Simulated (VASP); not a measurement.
# BN (R3m) in VASP: notebook

The runs below take BN through single point, with PBE+D3(BJ).

All numbers are computed with VASP 6.6.1; they aren't measurements. Logs are shortened: lines on timing, memory, paths and dates and some standing lists are left out, and cuts for length are marked.

### 1 The cell of the first run

Symmetry: R3m, No. 160, trigonal system. The conventional cell has a = 2.492 Å, b = 2.492 Å, c = 8.796 Å, α = 90.00°, β = 90.00°, γ = 120.00°. Within 1.9 Å of B (site symmetry 3m) lie 3 N at 1.44 Å. Within 1.9 Å of N (site symmetry 3m) lie 3 B at 1.44 Å.

### 2 Single point, PBE+D3(BJ) (7.89 Å³/atom)

Input file INCAR:

```
SYSTEM = BN
PREC = Accurate
ENCUT = 520
EDIFF = 1E-6
ISMEAR = 0
SIGMA = 0.02
LREAL = .FALSE.
LASPH = .TRUE.
NELM = 60
ALGO = Normal
ISIF = 2
LWAVE = .FALSE.
LCHARG = .TRUE.
GGA = PE
IVDW = 12
LELF = .TRUE.
LVHAR = .TRUE.
NBANDS = 11
```

Input file KPOINTS:

```
regular mesh
0
G
  12 12 12
  0 0 0
```

Input file POSCAR:

```
BN
1.0
    1.2460678342      0.7194175995      2.9321149217
   -1.2460678342      0.7194175995      2.9321149217
    0.0000000000     -1.4388351991      2.9321149217
B N
1 1
Direct
    1.0001576619      1.0001576619      1.0001576619
    0.3322753381      0.3322753381      0.3322753381
```

Potentials or basis: VASP PAW PBE potentials, release 64 (B, N).

Started as:

```console
cat potpaw_PBE.64/B/POTCAR potpaw_PBE.64/N/POTCAR > POTCAR
mpirun -np 1 vasp_std > vasp.out
```

OUTCAR:

```text
SYSTEM = BN
   PREC = Accurate
   ENCUT = 520
   EDIFF = 1E-6
   ISMEAR = 0
   LREAL = .FALSE.
   LASPH = .TRUE.
   NELM = 60
   ISIF = 2
   GGA = PE
   IVDW = 12
 IVDW          = 12

 ion  position               nearest neighbor table
   1  0.000  0.000  0.000-   2 1.44   2 1.44   2 1.44
   2  0.332  0.332  0.332-   1 1.44   1 1.44   1 1.44

  LATTYP: Found a trigonal (rhomboedric) cell.
 ALAT       =     3.2661207332
 COS(alpha) =     0.7088955145

  Lattice vectors:

 A1 = (   1.2460678342,   0.7194175995,   2.9321149217)
 A2 = (  -1.2460678342,   0.7194175995,   2.9321149217)
 A3 = (   0.0000000000,  -1.4388351991,   2.9321149217)

Analysis of symmetry for initial positions (statically):
=====================================================================
 Subroutine PRICEL returns:
 Original cell was already a primitive cell.

 Routine SETGRP: Setting up the symmetry group for a
 trigonal (rhombohedral) supercell.

 Subroutine GETGRP returns: Found  6 space group operations
 (whereof  6 operations were pure point group operations)
 out of a pool of 12 trial point group operations.

The static configuration has the point symmetry C_3v.

Analysis of symmetry for dynamics (positions and initial velocities):
=====================================================================
 Subroutine PRICEL returns:
 Original cell was already a primitive cell.

 Routine SETGRP: Setting up the symmetry group for a
 trigonal (rhombohedral) supercell.

 Subroutine GETGRP returns: Found  6 space group operations
 (whereof  6 operations were pure point group operations)
 out of a pool of 12 trial point group operations.

The dynamic configuration has the point symmetry C_3v.

 Subroutine INISYM returns: Found  6 space group operations
 (whereof  6 operations are pure point group operations),
 and found     1 'primitive' translations

----------------------------------------------------------------------------------------

                                     Primitive cell

  volume of cell :      15.7708

  direct lattice vectors                    reciprocal lattice vectors
     1.246067834  0.719417599  2.932114922     0.401262264  0.231668876  0.113683584
    -1.246067834  0.719417599  2.932114922    -0.401262264  0.231668876  0.113683584
     0.000000000 -1.438835199  2.932114922     0.000000000 -0.463337752  0.113683584

  length of vectors
     3.266120733  3.266120733  3.266120733     0.477080528  0.477080528  0.477080528

  position of ions in fractional coordinates (direct lattice)
     0.000157662  0.000157662  0.000157662
     0.332275338  0.332275338  0.332275338

[... 87 lines left out ...]
   NELECT =       8.0000    total number of electrons
   NUPDOWN=      -1.0000    fix difference up-down
   EMIN   =  10.00;   EMAX   =-10.00  energy-range for DOS
   EFERMI =   0.00;   METHOD = LEGACY
   ISMEAR =     0;   SIGMA  =   0.02  broadening in eV -4-tet -1-fermi 0-gaus
   EFERMI_NEDOS =   21; number of points for ismear=-14 and -15
   IALGO  =     38    algorithm
   IMIX   =      4    mixing-type and parameters
     AMIX     =   0.40;   BMIX     =  1.00
     AMIX_MAG =   1.60;   BMIX_MAG =  1.00
  volume/ion in A,a.u.               =       7.89        53.21
  Fermi-wavevector in a.u.,A,eV,Ry     =   1.305629  2.467281 23.193409  1.704667
  Thomas-Fermi vector in A             =   2.436485
   LORBIT       =      0    0 simple, 1 ext, 2 COOP (PROOUT), +10 PAW based schemes
   GGA     = PE    functional components
   LHFCALC =     F    Hartree Fock is set to
   AEXX    =    0.0000 exact exchange contribution
   IVDW    =    12    specifies the selected vdW correction
   LEPSILON=     F    determine dielectric tensor
   LRPA    =     F    only Hartree local field effects (RPA)
 non-spin polarized calculation
 Gauss-broadening in eV      SIGMA  =   0.02
  energy-cutoff  :      520.00
  volume of cell :       15.77
 maximum number of plane-waves:       443
   NGX = 13   NGY = 13   NGZ = 13

 number of electron       8.0000000 magnetization

 Free energy of the ion-electron system (eV)
  ---------------------------------------------------
  ext. energy  EPLUGINS =         0.00000000
  ---------------------------------------------------
  free energy    TOTEN  =       -17.49273434 eV

  energy without entropy =      -17.49273434  energy(sigma->0) =      -17.49273434

 E-fermi :   3.6418     XC(G=0): -10.9364

 val. band max:        3.5064137327   @ k =  -0.1667   0.4167   0.0833
 cond. band min:       7.3840012580   @ k =   0.5000   0.5000  -0.0000
 fundamental gap:      3.8775875253
 Fermi energy:         3.6418198115

 k-point     1 :       0.0000    0.0000    0.0000
  band No.  band energies     occupation
      1     -14.6853      2.00000
      2       0.1402      2.00000
      3       2.1538      2.00000
      4       2.1538      2.00000
      5       9.6562      0.00000
      6      15.2238      0.00000
      7      15.2238      0.00000
      8      16.8312      0.00000
      9      19.2025      0.00000
     10      29.8900      0.00000
     11      32.1474      0.00000
[... 309 lines left out ...]
 k-point    24 :      -0.4167    0.1667    0.0000
  band No.  band energies     occupation
      1     -11.0277      2.00000
      2      -5.3538      2.00000
      3      -1.9722      2.00000
      4       3.2434      2.00000
      5       8.7750      0.00000
      6      15.2612      0.00000
      7      17.6229      0.00000
      8      18.5850      0.00000
      9      22.8304      0.00000
     10      25.4601      0.00000
     11      28.3481      0.00000

 [... further k-points ...]

------------------------ aborting loop because EDIFF is reached ----------------------------------------

 Edisp (eV)   -0.33022

 E8    (eV) :    -0.0980

  FORCE on cell =-STRESS in cart. coord.  units (eV):
  Direction    XX          YY          ZZ          XY          YZ          ZX
  --------------------------------------------------------------------------------------
  -------------------------------------------------------------------------------------
  Total       0.67655     0.67655     0.63690     0.00000    -0.00000     0.00000
  in kB      68.73156    68.73156    64.70320     0.00000    -0.00000     0.00000
  external pressure =       67.39 kB  Pullay stress =        0.00 kB

 VOLUME and BASIS-vectors are now :
 -----------------------------------------------------------------------------
  energy-cutoff  :      520.00
  volume of cell :       15.77
      direct lattice vectors                 reciprocal lattice vectors
     1.246067834  0.719417599  2.932114922     0.401262264  0.231668876  0.113683584
    -1.246067834  0.719417599  2.932114922    -0.401262264  0.231668876  0.113683584
     0.000000000 -1.438835199  2.932114922     0.000000000 -0.463337752  0.113683584

 POSITION                                       TOTAL-FORCE (eV/Angst)
 -----------------------------------------------------------------------------------
      0.00000     -0.00000      0.00139         0.000000     -0.000000      0.000016
      0.00000     -0.00000      2.92281         0.000000      0.000000     -0.000016
 -----------------------------------------------------------------------------------
    total drift:                                0.000000      0.000000     -0.000015

  FREE ENERGIE OF THE ION-ELECTRON SYSTEM (eV)
  ---------------------------------------------------
  free  energy   TOTEN  =       -17.8229530578 eV

  energy  without entropy=      -17.8229530578  energy(sigma->0) =      -17.82295306
```

stdout:

```text
POSCAR found type information on POSCAR B N
 POSCAR found :  2 types and       2 ions
 scaLAPACK will be used
 LDA part: xc-table for (Slater+PW92), standard interpolation
 POSCAR, INCAR and KPOINTS ok, starting setup
 FFT: planning ... GRIDC
 FFT: planning ... GRID_SOFT
 FFT: planning ... GRID
 WAVECAR not read
 entering main loop
```

Wall time 59 s (1 thread of AMD EPYC 7R13, shared host); peak memory 0.14 GiB.

Results:

```yaml
Free_energy: -17.8230 eV
Pressure: 6.7 GPa
Band_gap_on_the_k_mesh: 3.88 eV (least direct gap 4.81 eV)
Dispersion_energy_per_atom: -0.165 eV
```

Stress tensor (GPa, compression positive):
```
6.87 0.00 0.00
0.00 6.87 0.00
0.00 0.00 6.47
```

Levels at points of the mesh, in eV from the valence-band top:
| k point | band 2 | band 3 | band 4 | band 5 | band 6 | band 7 |
| --- | --- | --- | --- | --- | --- | --- |
| (0.00, 0.00, 0.00) | -3.37 | -1.35 | -1.35 | 6.15 | 11.72 | 11.72 |
| (0.50, 0.00, 0.00) | -9.22 | -4.13 | -0.41 | 5.43 | 10.30 | 13.83 |
| (0.50, 0.50, 0.00) | -8.89 | -4.32 | -1.60 | 3.88 | 9.75 | 15.43 |
| (0.50, 0.50, 0.50) | -7.02 | -1.42 | -1.42 | 11.52 | 11.52 | 11.52 |

Caveat: the cell stands under pressure. A k mesh can miss the band edges.

### 3 Single point, PBE+D3(BJ) (8.15 Å³/atom)

This run uses another cell than the first one, of 8.15 Å³/atom.

Input file INCAR:

```
SYSTEM = BN
  ALGO = Normal
  EDIFF = 1E-6
  ENCUT = 520
  GGA = PE
  ISIF = 2
  ISMEAR = 0
  IVDW = 12
  LASPH = .True.
  LCHARG = .True.
  LELF = .True.
  LREAL = .False.
  LVHAR = .True.
  LWAVE = .False.
  NBANDS = 11
  NELM = 80
  PREC = Accurate
  SIGMA = 0.02
```

Input file KPOINTS:

```
k-points
0
Gamma
  12 12 12
  0 0 0
```

Input file POSCAR:

```
BN
1.0
    1.2484019427      0.7207651976      3.0207459882
   -1.2484019427      0.7207651976      3.0207459882
    0.0000000000     -1.4415303953      3.0207459882
B N
1 1
Direct
    0.9999738068      0.9999738068      0.9999738068
    0.3324591932      0.3324591932      0.3324591932
```

Potentials or basis: VASP PAW PBE potentials, release 64 (B, N).

Started as:

```console
cat potpaw_PBE.64/B/POTCAR potpaw_PBE.64/N/POTCAR > POTCAR
mpirun -np 1 vasp_std > vasp.out
```

Wall time 1.8 min (1 thread of AMD EPYC 7R13, shared host); peak memory 0.15 GiB.

Results (log left out):

* Free energy: -17.8412 eV
* Pressure: 4.3 GPa
* Band gap on the k mesh: 3.97 eV (least direct gap 4.77 eV)
* Dispersion energy per atom: -0.159 eV

Stress tensor (GPa, compression positive):
```
4.42 0.00 0.00
0.00 4.42 0.00
0.00 0.00 4.05
```

Levels at points of the mesh, in eV from the valence-band top:
```
           k point  band 1  band 2  band 3  band 4  band 5  band 6  band 7  band 8
(0.00, 0.00, 0.00)  -18.06   -3.55   -1.33   -1.33    5.89   11.69   11.69   13.28
(0.50, 0.00, 0.00)  -14.73   -9.12   -4.11   -0.46    5.40   10.18   13.64   16.25
(0.50, 0.50, 0.00)  -14.57   -8.85   -4.26   -1.49    3.97    9.78   15.13   19.31
(0.50, 0.50, 0.50)  -17.48   -6.78   -1.38   -1.38   11.24   11.53   11.53   12.81
```

Caveat: the cell stands under pressure.

### 4 Single point, PBE+D3(BJ) (8.42 Å³/atom)

This run uses another cell than the first one, of 8.42 Å³/atom.

Input file INCAR:

```
SYSTEM = BN
PREC = Accurate
ENCUT = 520
EDIFF = 1E-7
ISMEAR = 0
SIGMA = 0.02
LREAL = .False.
LASPH = .True.
NELM = 60
ALGO = Normal
ISIF = 2
LWAVE = .False.
LCHARG = .False.
GGA = PE
IVDW = 12
NBANDS = 11
```

Input file KPOINTS:

```
Automatic mesh
0
Gamma
  12 12 12
  0 0 0
```

Input file POSCAR:

```
BN
1.0
    1.2503260503      0.7218760817      3.1107347512
   -1.2503260503      0.7218760817      3.1107347512
    0.0000000000     -1.4437521634      3.1107347512
B N
1 1
Direct
    0.9998459215      0.9998459215      0.9998459215
    0.3325870785      0.3325870785      0.3325870785
```

Potentials or basis: VASP PAW PBE potentials, release 64 (B, N).

Started as:

```console
cat potpaw_PBE.64/B/POTCAR potpaw_PBE.64/N/POTCAR > POTCAR
mpirun -np 1 vasp_std > vasp.out
```

OUTCAR:

```text
SYSTEM = BN
   PREC = Accurate
   ENCUT = 520
   EDIFF = 1E-7
   ISMEAR = 0
   LREAL = .False.
   LASPH = .True.
   NELM = 60
   ISIF = 2
   GGA = PE
   IVDW = 12
 IVDW          = 12

 ion  position               nearest neighbor table
   1  1.000  1.000  1.000-   2 1.44   2 1.44   2 1.44
   2  0.333  0.333  0.333-   1 1.44   1 1.44   1 1.44

  LATTYP: Found a trigonal (rhomboedric) cell.
 ALAT       =     3.4294447075
 COS(alpha) =     0.7341547256

  Lattice vectors:

 A1 = (   1.2503260503,   0.7218760817,   3.1107347512)
[... 524 lines left out ...]

 Edisp (eV)   -0.30629

 E8    (eV) :    -0.0904

  FORCE on cell =-STRESS in cart. coord.  units (eV):
  Direction    XX          YY          ZZ          XY          YZ          ZX
  --------------------------------------------------------------------------------------
  -------------------------------------------------------------------------------------
  Total       0.26675     0.26675     0.23235     0.00000     0.00000     0.00000
  in kB      25.36940    25.36940    22.09770     0.00000     0.00000     0.00000
  external pressure =       24.28 kB  Pullay stress =        0.00 kB

 VOLUME and BASIS-vectors are now :
 -----------------------------------------------------------------------------
  energy-cutoff  :      520.00
  volume of cell :       16.85
      direct lattice vectors                 reciprocal lattice vectors
     1.250326050  0.721876082  3.110734751     0.399895691  0.230879885  0.107155820
    -1.250326050  0.721876082  3.110734751    -0.399895691  0.230879885  0.107155820
     0.000000000 -1.443752163  3.110734751     0.000000000 -0.461759770  0.107155820

 POSITION                                       TOTAL-FORCE (eV/Angst)
 -----------------------------------------------------------------------------------
      0.00000      0.00000      9.33077         0.000000     -0.000000      0.000966
      0.00000      0.00000      3.10377         0.000000      0.000000     -0.000966
 -----------------------------------------------------------------------------------
    total drift:                                0.000000     -0.000000     -0.000118

  FREE ENERGIE OF THE ION-ELECTRON SYSTEM (eV)
  ---------------------------------------------------
  free  energy   TOTEN  =       -17.8522320249 eV

  energy  without entropy=      -17.8522320249  energy(sigma->0) =      -17.85223202
```

It took 2 min on 1 thread of AMD EPYC 7R13, shared host; peak memory 0.15 GiB.

Results:

```
Free energy                : -17.8522 eV
Pressure                   : 2.4 GPa
Band gap on the k mesh     : 4.06 eV (least direct gap 4.73 eV)
Dispersion energy per atom : -0.153 eV
```

Stress tensor (GPa, compression positive):
```
2.54 0.00 0.00
0.00 2.54 0.00
0.00 0.00 2.21
```

Levels at points of the mesh, in eV from the valence-band top:
| k point | band 1 | band 2 | band 3 | band 4 | band 5 | band 6 | band 7 | band 8 |
| --- | --- | --- | --- | --- | --- | --- | --- | --- |
| (0.00, 0.00, 0.00) | -17.94 | -3.72 | -1.31 | -1.31 | 5.68 | 11.68 | 11.68 | 13.24 |
| (0.50, 0.00, 0.00) | -14.67 | -9.04 | -4.08 | -0.49 | 5.38 | 10.08 | 13.47 | 15.89 |
| (0.50, 0.50, 0.00) | -14.54 | -8.82 | -4.20 | -1.38 | 4.06 | 9.81 | 14.87 | 18.82 |
| (0.50, 0.50, 0.50) | -17.47 | -6.56 | -1.35 | -1.35 | 10.95 | 11.55 | 11.55 | 12.65 |

A k mesh can miss the band edges.

### 5 Summary

```csv
cell,gap on the mesh (eV),pressure (GPa)
"a = 3.266 Å, angles 44.9°, 2 atoms",3.88,6.7
"a = 3.347 Å, angles 43.8°, 2 atoms",3.97,4.3
"a = 3.429 Å, angles 42.8°, 2 atoms",4.06,2.4
```

Alike in all rows: task single point; level PBE+D3(BJ); potentials or basis VASP PAW PBE potentials, release 64 (B, N); no spin polarisation; k mesh 12 × 12 × 12; cutoff (eV) 520; smearing gaussian 0.02 eV.

Caveats: the cell stands under pressure (at least some runs).

Total energies depend on the potentials used, so only differences within one code and one set of settings carry meaning.
